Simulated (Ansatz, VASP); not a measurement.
Two plane-wave programs on TiAl

Contents of POSCAR:

```
TiAl
1.0
    2.9049936943      0.0000000000      0.0000000000
   -1.4524968471      2.5157983370      0.0000000000
    0.0000000000      0.0000000000      4.7396437833
Ti Al
1 1
Direct
    0.0000000000      0.0000000000      0.0000000000
    0.3333333333      0.6666666667      0.5000000000
```

The input INCAR.step1:

```
PREC     = Accurate       # precision mode
ENCUT    = 520            # plane-wave cutoff, eV
ISMEAR   = -1             # smearing method
SIGMA    = 0.05           # smearing width, eV
LREAL    = F              # projectors in reciprocal space
LASPH    = T              # aspherical terms in the spheres
NELM     = 100            # most SCF steps
NBANDS   = 14             # bands
GGA      = PE             # functional
ALGO     = Normal         # electronic algorithm
EDIFF    = 1E-4           # SCF threshold, eV
LWAVE    = T              # write WAVECAR
LCHARG   = F              # write CHGCAR
```

The input INCAR.step2:

```
PREC     = Accurate       # precision mode
ENCUT    = 520            # plane-wave cutoff, eV
EDIFF    = 1E-6           # SCF threshold, eV
ISMEAR   = -1             # smearing method
SIGMA    = 0.05           # smearing width, eV
LREAL    = F              # projectors in reciprocal space
LASPH    = T              # aspherical terms in the spheres
NELM     = 100            # most SCF steps
ALGO     = Normal         # electronic algorithm
ISIF     = 2              # what is computed and relaxed
LWAVE    = F              # write WAVECAR
LCHARG   = F              # write CHGCAR
METAGGA  = R2SCAN         # meta-GGA
LMIXTAU  = T            
NBANDS   = 14             # bands
ISTART   = 1
```

KPOINTS

```
Automatic mesh
0
Gamma
  11 11 6
```

input.yaml

```yaml
crystal:
  lattice:
    - [2.9049936943, 0.0, 0.0]
    - [-1.4524968471, 2.515798337, 0.0]
    - [0.0, 0.0, 4.7396437833]
  atoms:
    - { symbol: Ti, position: [0.0, 0.0, 0.0] }
    - { symbol: Al, position: [0.3333333333, 0.6666666667, 0.5] }
hamiltonian:
  xc: r2scan
  pseudopotentials: { kind: paw }
kpoints:
  mp_grid: { grid: [11, 11, 6] }
scf:
  occupations: { method: fermi_dirac, width: 0.05 }
output:
  forces: true
  stress: true
  eigenvalues: true
```

Alike in both runs: task single point; functional r2SCAN; k mesh 11 × 11 × 6; occupations fermi-dirac, width 0.05 eV; no spin polarisation.

|  | VASP | Ansatz |
| --- | --- | --- |
| version | VASP 6.6.1 | Ansatz 0.2.0 |
| potentials or method | VASP PAW PBE potentials, release 64 (Ti_sv, Al) | Ansatz PAW |
| plane-wave cutoff (eV) | 520 | 500 |
| valence electrons in the cell | 15 | 15 |

|  | VASP | Ansatz | Ansatz less VASP |
| --- | --- | --- | --- |
| gap on the k mesh at the Fermi level (eV) | none | none | - |
| pressure (GPa) | -5.0 | -5.1 | -0.07 |
| traceless stress, the component that is largest in VASP (GPa) | -1.91 | -1.91 | +0.001 |

VASP's potentials were made for PBE, not for r2SCAN. A gap of «none» marks a metal or a gap that the smearing closes. The functional is the same, so the differences come from potentials, cutoffs and numerics.
